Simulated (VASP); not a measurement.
Here is a VASP 6.6.1 calculation.

The input INCAR:

```
PREC = Accurate ; ENCUT = 600
EDIFF = 1E-6 ; ISMEAR = 0
SIGMA = 0.01 ; LREAL = F
LASPH = T ; NELM = 120
ALGO = Normal ; ISIF = 2
LWAVE = F ; LCHARG = F
GGA = CA ; NBANDS = 19
GGA_COMPAT = F
```

Contents of KPOINTS:

```
Automatic mesh
0
Gamma
  6 6 6
```

Contents of POSCAR:

```
BaF2
1.0
    0.0000000000      3.0971612412      3.0971612412
    3.0971612412      0.0000000000      3.0971612412
    3.0971612412      3.0971612412      0.0000000000
Ba F
1 2
Direct
    0.0000000000      0.0000000000      0.0000000000
    0.2500000000      0.2500000000      0.2500000000
    0.7500000000      0.7500000000      0.7500000000
```

Potentials or basis: VASP PAW LDA potentials, release 64 (Ba_sv, F).

Run with:

```bash
$ cat potpaw_LDA.64/Ba_sv/POTCAR potpaw_LDA.64/F/POTCAR > POTCAR
$ mpirun -np 1 vasp_std > vasp.out
```

Problem. Predict the pressure.

Solution. -3.3 GPa.

Problem. Predict the band gap on the k mesh.

Solution. 6.42 eV, indirect (least direct gap 6.49 eV).

Caveat: spin-orbit coupling is left out, which moves the levels of the heavy elements. A k mesh can miss the band edges.
